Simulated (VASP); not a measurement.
# Ti2Co (Fd-3m) in VASP: further runs

Runs on Ti2Co. Level: PBEsol. Tasks: single point, relaxation of cell and atoms.

Program: VASP 6.6.1. These are calculated values, not measurements. Logs are shortened: lines on timing, memory, paths and dates and some standing lists are left out, and cuts for length are marked.

## (1) The cell of the first run

Symmetry: Fd-3m, No. 227, cubic system. Conventional cell: a = 6.730 Å, b = 6.730 Å, c = 6.730 Å, α = 90.00°, β = 90.00°, γ = 90.00°. Within 3.1 Å of Ti (site symmetry -3m) lie 6 Ti at 2.38 Å and 6 Co at 2.79 Å. Within 3.7 Å of Co (site symmetry -43m) lie 12 Ti at 2.79 Å and 4 Co at 2.91 Å.

## (2) Single point, PBEsol, collinear spin, ferromagnetic start

INCAR reads:

```
  PREC = Accurate
  ENCUT = 520
  EDIFF = 1E-6
  ISMEAR = -5
  SIGMA = 0.1
  LREAL = F
  LASPH = T
  NELM = 150
  ALGO = Normal
  ISIF = 2
  LWAVE = F
  LCHARG = F
  ISPIN = 2
  MAGMOM = 0 0 0 0 0.59 0.59
  LORBIT = 11
  LMAXMIX = 4
  GGA = PS
  NBANDS = 46
```

KPOINTS reads:

```
regular mesh
0
Gamma
  10 10 10
```

POSCAR reads:

```
Ti2Co
1.0
    0.0000000000      3.3650000000      3.3650000000
    3.3650000000      0.0000000000      3.3650000000
    3.3650000000      3.3650000000      0.0000000000
Ti Co
4 2
Direct
    0.1250000000      0.1250000000      0.1250000000
    0.6250000000      0.1250000000      0.1250000000
    0.1250000000      0.1250000000      0.6250000000
    0.1250000000      0.6250000000      0.1250000000
    0.5000000000      0.5000000000      0.5000000000
    0.7500000000      0.7500000000      0.7500000000
```

Potentials or basis: VASP PAW PBE potentials, release 64 (Ti_sv, Co).

Started as:

```sh
$ cat potpaw_PBE.64/Ti_sv/POTCAR potpaw_PBE.64/Co/POTCAR > POTCAR
$ mpirun -np 1 vasp_std > vasp.out
```

OUTCAR:

```text
PREC = Accurate
   ENCUT = 520
   EDIFF = 1E-6
   ISMEAR = -5
   LREAL = F
   LASPH = T
   NELM = 150
   ISIF = 2
   ISPIN = 2
   LORBIT = 11
   GGA = PS

 ion  position               nearest neighbor table
   1  0.125  0.125  0.125-   2 2.38   3 2.38   4 2.38   3 2.38   4 2.38   2 2.38   6 2.79   5 2.79
                             6 2.79   5 2.79   6 2.79   5 2.79
   2  0.625  0.125  0.125-   1 2.38   3 2.38   4 2.38   1 2.38   3 2.38   4 2.38   6 2.79   5 2.79
                             5 2.79   6 2.79   5 2.79   6 2.79
   3  0.125  0.125  0.625-   1 2.38   1 2.38   2 2.38   4 2.38   4 2.38   2 2.38   6 2.79   5 2.79
                             6 2.79   5 2.79   6 2.79   5 2.79
   4  0.125  0.625  0.125-   1 2.38   3 2.38   1 2.38   2 2.38   3 2.38   2 2.38   6 2.79   5 2.79
                             6 2.79   5 2.79   6 2.79   5 2.79
   5  0.500  0.500  0.500-   1 2.79   1 2.79   1 2.79   2 2.79   3 2.79   4 2.79   4 2.79   2 2.79
                             4 2.79   3 2.79   2 2.79   3 2.79   6 2.91   6 2.91   6 2.91   6 2.91
   6  0.750  0.750  0.750-   2 2.79   3 2.79   4 2.79   1 2.79   1 2.79   1 2.79   2 2.79   2 2.79
                             3 2.79   4 2.79   3 2.79   4 2.79   5 2.91   5 2.91   5 2.91   5 2.91

  LATTYP: Found a face centered cubic cell.
 ALAT       =     6.7300000000

  Lattice vectors:

 A1 = (   0.0000000000,   3.3650000000,   3.3650000000)
 A2 = (   3.3650000000,   0.0000000000,   3.3650000000)
 A3 = (   3.3650000000,   3.3650000000,   0.0000000000)

Analysis of symmetry for initial positions (statically):
=====================================================================
 Subroutine PRICEL returns:
 Original cell was already a primitive cell.

 Routine SETGRP: Setting up the symmetry group for a
 face centered cubic supercell.

 Subroutine GETGRP returns: Found 48 space group operations
 (whereof 24 operations were pure point group operations)
 out of a pool of 48 trial point group operations.

The static configuration has the point symmetry T_d .
 The point group associated with its full space group is O_h .

Analysis of symmetry for dynamics (positions and initial velocities):
=====================================================================
 Subroutine PRICEL returns:
 Original cell was already a primitive cell.

 Routine SETGRP: Setting up the symmetry group for a
 face centered cubic supercell.

 Subroutine GETGRP returns: Found 48 space group operations
 (whereof 24 operations were pure point group operations)
 out of a pool of 48 trial point group operations.

The dynamic configuration has the point symmetry T_d .
 The point group associated with its full space group is O_h .

Analysis of structural, dynamic, and magnetic symmetry:
=====================================================================
 Subroutine PRICEL returns:
 Original cell was already a primitive cell.

 Routine SETGRP: Setting up the symmetry group for a
 face centered cubic supercell.

 Subroutine GETGRP returns: Found 48 space group operations
 (whereof 24 operations were pure point group operations)
 out of a pool of 48 trial point group operations.

The overall configuration has the point symmetry T_d .
 The point group associated with its full space group is O_h .

 Subroutine INISYM returns: Found 48 space group operations
 (whereof 24 operations are pure point group operations),
 and found     1 'primitive' translations

----------------------------------------------------------------------------------------

                                     Primitive cell

  volume of cell :      76.2053

  direct lattice vectors                    reciprocal lattice vectors
     0.000000000  3.365000000  3.365000000    -0.148588410  0.148588410  0.148588410
     3.365000000  0.000000000  3.365000000     0.148588410 -0.148588410  0.148588410
     3.365000000  3.365000000  0.000000000     0.148588410  0.148588410 -0.148588410

  length of vectors
     4.758828637  4.758828637  4.758828637     0.257362676  0.257362676  0.257362676

[... 53 lines left out ...]
  ---------------------------------------------------
  free energy    TOTEN  =       -45.83316441 eV

  energy without entropy =      -45.83316441  energy(sigma->0) =      -45.83316441

 E-fermi :  10.0122     XC(G=0): -13.0095

 val. band max:       10.0700408809   @ k =  -0.4000   0.5000   0.1000
 cond. band min:       9.9730678250   @ k =  -0.3000   0.4000   0.2000
 fundamental gap:     -0.0969730559
 Fermi energy:        10.0121656045

 spin component 1

 k-point     1 :       0.0000    0.0000    0.0000
  band No.  band energies     occupation
      1     -46.0669      1.00000
      2     -45.3481      1.00000
      3     -45.3481      1.00000
      4     -45.3481      1.00000
      5     -24.2452      1.00000
      6     -22.7830      1.00000
[... 37 lines left out ...]
     44      14.5301      0.00000
     45      14.5301      0.00000
[... 1063 lines left out ...]
      5     -23.5703      1.00000
      6     -22.8577      1.00000
[... 37 lines left out ...]
     44      13.5109      0.00000
     45      14.1941      0.00000

 [... further k-points ...]

 spin component 2

 k-point     1 :       0.0000    0.0000    0.0000
  band No.  band energies     occupation
      1     -46.0363      1.00000
      2     -45.3191      1.00000
      3     -45.3191      1.00000
      4     -45.3191      1.00000
      5     -24.1905      1.00000
      6     -22.7546      1.00000
[... 37 lines left out ...]
     44      14.5411      0.00000
     45      14.5411      0.00000
[... 1063 lines left out ...]
      5     -23.5176      1.00000
      6     -22.8214      1.00000
[... 37 lines left out ...]
     44      13.5957      0.00000
     45      14.2154      0.00000

 [... further k-points ...]

 [bands above 45 left out]

------------------------ aborting loop because EDIFF is reached ----------------------------------------

  FORCE on cell =-STRESS in cart. coord.  units (eV):
  Direction    XX          YY          ZZ          XY          YZ          ZX
  --------------------------------------------------------------------------------------
  -------------------------------------------------------------------------------------
  Total        7.5032390      7.5032390      7.5032390      0.0000000      0.0000000     -0.0000000
  in kB      157.7517401    157.7517401    157.7517401      0.0000000      0.0000000     -0.0000000
  external PRESSURE =     157.7517401 kB  Pullay stress =       0.0000000 kB

 VOLUME and BASIS-vectors are now :
 -----------------------------------------------------------------------------
  energy-cutoff  :      520.00
  volume of cell :       76.21
      direct lattice vectors                 reciprocal lattice vectors
     0.000000000  3.365000000  3.365000000    -0.148588410  0.148588410  0.148588410
     3.365000000  0.000000000  3.365000000     0.148588410 -0.148588410  0.148588410
     3.365000000  3.365000000  0.000000000     0.148588410  0.148588410 -0.148588410

 POSITION                                       TOTAL-FORCE (eV/Angst)
 -----------------------------------------------------------------------------------
      0.84125      0.84125      0.84125         0.000000      0.000000      0.000000
      0.84125      2.52375      2.52375         0.000000      0.000000      0.000000
      2.52375      2.52375      0.84125         0.000000      0.000000      0.000000
      2.52375      0.84125      2.52375         0.000000      0.000000      0.000000
      3.36500      3.36500      3.36500        -0.000000     -0.000000     -0.000000
      5.04750      5.04750      5.04750         0.000000      0.000000      0.000000
 -----------------------------------------------------------------------------------
    total drift:                                0.000000      0.000000      0.000000

  FREE ENERGIE OF THE ION-ELECTRON SYSTEM (eV)
  ---------------------------------------------------
  free  energy   TOTEN  =       -45.8331644061 eV

  energy  without entropy=      -45.8331644061  energy(sigma->0) =      -45.83316441

 total charge

# of ion       s       p       d       tot
------------------------------------------
    1        2.306   6.154   2.330  10.790
    2        2.306   6.154   2.330  10.790
    3        2.306   6.154   2.330  10.790
    4        2.306   6.154   2.330  10.790
    5        0.454   0.460   7.207   8.121
    6        0.454   0.460   7.207   8.121
--------------------------------------------------
tot         10.132  25.536  23.734  59.402

 magnetization (x)

# of ion       s       p       d       tot
------------------------------------------
    1       -0.000  -0.005   0.037   0.031
    2       -0.000  -0.005   0.037   0.031
    3       -0.000  -0.005   0.037   0.031
    4       -0.000  -0.005   0.037   0.031
    5        0.003  -0.005   0.507   0.506
    6        0.003  -0.005   0.507   0.506
--------------------------------------------------
tot          0.006  -0.029   1.161   1.138
```

Run time: 9.7 min. Hardware: 1 thread of Intel Xeon 8259CL, shared host; peak memory 0.4 GiB.

What came out:

```yaml
Free_energy: -45.8332 eV
Pressure: 15.8 GPa
Net_moment: 1.07 μB per cell
Site_moments: Ti +0.03; Co +0.51 μB
Valence_electrons_inside_the_program's_atomic_spheres: Ti 10.79; Co 8.12
```

Levels at points of the mesh, in eV from the Fermi level:
Spin up:
```tsv
k point	band 31	band 32	band 33	band 34	band 35	band 36	band 37	band 38
(0.00, 0.00, 0.00)	-1.17	-0.09	-0.09	-0.09	-0.06	-0.06	4.02	4.02
(0.50, 0.00, 0.00)	-0.56	-0.56	-0.12	-0.12	0.98	0.98	1.14	1.64
(0.50, 0.50, 0.00)	-0.56	-0.56	0.33	0.33	0.57	0.57	1.58	1.58
```
Spin down:
```tsv
k point	band 30	band 31	band 32	band 33	band 34	band 35
(0.00, 0.00, 0.00)	-0.81	-0.81	0.19	0.19	0.23	0.23
(0.50, 0.00, 0.00)	-0.42	-0.42	-0.14	-0.10	-0.10	1.18
(0.50, 0.50, 0.00)	-0.56	-0.13	-0.13	0.45	0.45	0.89
```

Caveat: the cell stands under pressure; the PAW data sets were made with another functional, which shifts forces and pressure a little; tetrahedron occupations give inexact forces and stress in metals.

## (3) Single point, PBEsol, collinear spin, ferromagnetic start

INCAR reads:

```
PREC     = Accurate       # precision mode
ENCUT    = 520            # plane-wave cutoff, eV
EDIFF    = 1E-6           # SCF threshold, eV
ISMEAR   = 0              # smearing method
SIGMA    = 0.1            # smearing width, eV
LREAL    = False          # projectors in reciprocal space
LASPH    = True           # aspherical terms in the spheres
NELM     = 150            # most SCF steps
ALGO     = Normal         # electronic algorithm
ISIF     = 2              # what is computed and relaxed
LWAVE    = False          # write WAVECAR
LCHARG   = False          # write CHGCAR
ISPIN    = 2              # spin polarisation
MAGMOM   = 0.91 0.91 0.91 0.91 1.92 1.92 # initial moments
LORBIT   = 11             # projections on sites
NUPDOWN  = 8.0            # fixed moment
LMAXMIX  = 4              # l up to which the mixer works
GGA      = PS             # functional
NBANDS   = 46             # bands
```

KPOINTS is that of step 2.

POSCAR is that of step 2.

Potentials or basis: VASP PAW PBE potentials, release 64 (Ti_sv, Co).

Started as:

```sh
$ cat potpaw_PBE.64/Ti_sv/POTCAR potpaw_PBE.64/Co/POTCAR > POTCAR
$ mpirun -np 1 vasp_std > vasp.out
```

Run time: 14 min. Hardware: 1 thread of Intel Xeon 8259CL, shared host; peak memory 0.4 GiB.

It converged, with:

```yaml
Free_energy: -43.9714 eV
Pressure: 27.0 GPa
Net_moment: 8.00 μB per cell
Site_moments: Ti +1.01; Co +1.70 μB
Valence_electrons_inside_the_program's_atomic_spheres: Ti 10.83; Co 8.09
```

Caveat: the cell stands under pressure; the PAW data sets were made with another functional, which shifts forces and pressure a little; the total moment is fixed, so each spin has its own Fermi level and the state may be an excited one.

## (4) Single point, PBEsol, collinear spin, ferromagnetic start

This run uses another cell than the first one, of 14.16 Å³/atom.

INCAR reads:

```
SYSTEM = Ti2Co
PREC     = Accurate       ! precision mode
ENCUT    = 520            ! plane-wave cutoff, eV
EDIFF    = 1E-7           ! SCF threshold, eV
ISMEAR   = 0              ! smearing method
SIGMA    = 0.1            ! smearing width, eV
LREAL    = .False.        ! projectors in reciprocal space
LASPH    = .True.         ! aspherical terms in the spheres
NELM     = 150            ! most SCF steps
ALGO     = Normal         ! electronic algorithm
ISIF     = 2              ! what is computed and relaxed
LWAVE    = .False.        ! write WAVECAR
LCHARG   = .False.        ! write CHGCAR
ISPIN    = 2              ! spin polarisation
MAGMOM   = 0 0 0 0 0.59 0.59 ! initial moments
LORBIT   = 11             ! projections on sites
LMAXMIX  = 4              ! l up to which the mixer works
GGA      = PS             ! functional
NBANDS   = 46             ! bands
```

KPOINTS reads:

```
regular mesh
0
Gamma
  10 10 10
  0 0 0
```

Edit POSCAR of step 3 so:

```diff
@@ -2,5 +2,5 @@
 1.0
-    0.0000000000      3.3650000000      3.3650000000
-    3.3650000000      0.0000000000      3.3650000000
-    3.3650000000      3.3650000000      0.0000000000
+    0.0000000000      3.4893618311      3.4893618311
+    3.4893618311      0.0000000000      3.4893618311
+    3.4893618311      3.4893618311      0.0000000000
 Ti Co
```

Started as:

```sh
$ cat potpaw_PBE.64/Ti_sv/POTCAR potpaw_PBE.64/Co/POTCAR > POTCAR
$ mpirun -np 1 vasp_std > vasp.out
```

It took 12 min on 1 thread of Intel Xeon Platinum 8259CL at 2.50GHz (Skylake/Cascade Lake), shared host; peak memory 0.46 GiB.

Results (log left out):

* Free energy: -46.2491 eV
* Pressure: -0.1 GPa
* Net moment: 1.83 μB per cell
* Site moments: Ti +0.01; Co +0.97 μB
* Valence electrons inside the program's atomic spheres: Ti 10.61; Co 7.97

Levels at points of the mesh, in eV from the Fermi level:
Spin up:
| k point | band 31 | band 32 | band 33 | band 34 | band 35 | band 36 | band 37 | band 38 |
| --- | --- | --- | --- | --- | --- | --- | --- | --- |
| (0.00, 0.00, 0.00) | -1.28 | -0.32 | -0.32 | -0.32 | -0.15 | -0.15 | 3.58 | 3.58 |
| (0.50, 0.00, 0.00) | -0.55 | -0.55 | -0.15 | -0.15 | 0.67 | 0.67 | 0.76 | 1.29 |
| (0.50, 0.50, 0.00) | -0.74 | -0.74 | 0.16 | 0.16 | 0.28 | 0.28 | 1.39 | 1.39 |
Spin down:
| k point | band 28 | band 29 | band 30 | band 31 | band 32 | band 33 | band 34 | band 35 | band 36 | band 37 |
| --- | --- | --- | --- | --- | --- | --- | --- | --- | --- | --- |
| (0.00, 0.00, 0.00) | -0.77 | -0.69 | -0.69 | -0.69 | 0.22 | 0.22 | 0.25 | 0.25 | 0.25 | 3.52 |
| (0.50, 0.00, 0.00) | -0.48 | -0.38 | -0.33 | -0.33 | -0.12 | -0.12 | -0.07 | 0.83 | 1.13 | 1.13 |
| (0.50, 0.50, 0.00) | -0.97 | -0.78 | -0.78 | -0.03 | -0.03 | 0.31 | 0.31 | 0.83 | 0.83 | 1.44 |

Caveat: the PAW data sets were made with another functional, which shifts forces and pressure a little.

## (5) Relaxation of cell and atoms, PBEsol

INCAR reads:

```
SYSTEM = Ti2Co
ALGO     = Fast           ! electronic algorithm
EDIFF    = 1E-6           ! SCF threshold, eV
EDIFFG   = -0.01          ! ionic threshold
ENCUT    = 600            ! plane-wave cutoff, eV
GGA      = PS             ! functional
IBRION   = 2              ! ionic algorithm
ISIF     = 3              ! what is computed and relaxed
ISMEAR   = 0              ! smearing method
LASPH    = .True.         ! aspherical terms in the spheres
LCHARG   = .False.        ! write CHGCAR
LREAL    = .False.        ! projectors in reciprocal space
LWAVE    = .False.        ! write WAVECAR
NELM     = 60             ! most SCF steps
NSW      = 80             ! ionic steps
PREC     = Accurate       ! precision mode
SIGMA    = 0.1            ! smearing width, eV
```

KPOINTS reads:

```
k-points
0
Gamma
  10 10 10
  0 0 0
```

Edit POSCAR of step 4 so:

```diff
@@ -2,5 +2,5 @@
 1.0
-    0.0000000000      3.4893618311      3.4893618311
-    3.4893618311      0.0000000000      3.4893618311
-    3.4893618311      3.4893618311      0.0000000000
+    0.0000000000      3.3650000000      3.3650000000
+    3.3650000000      0.0000000000      3.3650000000
+    3.3650000000      3.3650000000      0.0000000000
 Ti Co
```

Started as:

```sh
$ cat potpaw_PBE.64/Ti_sv/POTCAR potpaw_PBE.64/Co/POTCAR > POTCAR
$ mpirun -np 1 vasp_std > vasp.out
```

It took 31 min on 1 thread of Intel Xeon 6975P-C (Granite Rapids), shared host; peak memory 0.36 GiB.

It converged, with:

* Free energy: -46.1942 eV
* Relaxed volume: 14.01 Å³/atom
* Relaxed cell: a = 4.917 Å, b = 4.917 Å, c = 4.917 Å, α = 60.00°, β = 60.00°, γ = 60.00°
* Space group after relaxing (to 0.1 Å): Fd-3m (No. 227)
* Energy gained by relaxing: 109.6 meV/atom
* Ionic steps: 5
* Pressure after relaxing: 0.0 GPa
* Band gap on the k mesh: zero (bands 33 and 34 overlap by 0.47 eV)

The path:
| step | energy change (eV) | largest force (eV/Å) | pressure (GPa) | volume (Å³) |
| --- | --- | --- | --- | --- |
| 1 | 0.0000 | 0.0000 | 14.35 | 76.21 |
| 2 | -0.5220 | 0.0000 | -7.09 | 89.45 |
| 3 | -0.6291 | 0.0000 | -3.54 | 86.58 |
| 4 | -0.6572 | 0.0000 | -0.21 | 84.23 |
| 5 | -0.6573 | 0.0000 | -0.01 | 84.06 |

Final structure:
```
Ti Co
1.0
     0.00000    3.47692    3.47692
     3.47692    0.00000    3.47692
     3.47692    3.47692    0.00000
Ti Co
4 2
Direct
  0.12500 0.12500 0.12500
  0.62500 0.12500 0.12500
  0.12500 0.12500 0.62500
  0.12500 0.62500 0.12500
  0.50000 0.50000 0.50000
  0.75000 0.75000 0.75000
```

Levels at points of the mesh, in eV from the Fermi level:
```tsv
k point	band 29	band 30	band 31	band 32	band 33	band 34	band 35	band 36	band 37	band 38
(0.00, 0.00, 0.00)	-0.91	-0.86	-0.86	0.08	0.08	0.08	0.11	0.11	3.63	3.63
(0.50, 0.00, 0.00)	-0.51	-0.38	-0.38	-0.34	-0.07	-0.07	0.84	1.00	1.00	1.54
(0.50, 0.50, 0.00)	-0.65	-0.65	-0.27	-0.27	0.29	0.29	0.66	0.66	1.47	1.47
```

Caveat: the PAW data sets were made with another functional, which shifts forces and pressure a little; the run has no spin polarisation, though such a crystal can be magnetic. Zero-point motion and thermal expansion aren't in these numbers.

## (6) Overview

| task | spin | fixed moment (μB) | cell | cutoff (eV) | smearing | gap on the mesh (eV) | pressure (GPa) | moment (μB) |
| --- | --- | --- | --- | --- | --- | --- | --- | --- |
| single point | collinear, ferromagnetic start | - | a = 4.759 Å, angles 60.0°, 6 atoms | 520 | tetrahedron | none | 15.8 | 1.07 |
| single point | collinear, ferromagnetic start | 8.0 | a = 4.759 Å, angles 60.0°, 6 atoms | 520 | gaussian 0.1 eV | - | 27.0 | 8.00 |
| single point | collinear, ferromagnetic start | - | a = 4.935 Å, angles 60.0°, 6 atoms | 520 | gaussian 0.1 eV | none | -0.1 | 1.83 |
| relaxation of cell and atoms | off | - | relaxed from a = 4.759 Å, angles 60.0°, 6 atoms | 600 | gaussian 0.1 eV | none | 0.0 | - |

Alike in all rows: level PBEsol; potentials or basis VASP PAW PBE potentials, release 64 (Ti_sv, Co); k mesh 10 × 10 × 10.

Caveats: the PAW data sets were made with another functional, which shifts forces and pressure a little; the cell stands under pressure (at least some runs); tetrahedron occupations give inexact forces and stress in metals (at least some runs); the total moment is fixed, so each spin has its own Fermi level and the state may be an excited one (at least some runs).

Total energies depend on the potentials used, so only differences within one code and one set of settings carry meaning.
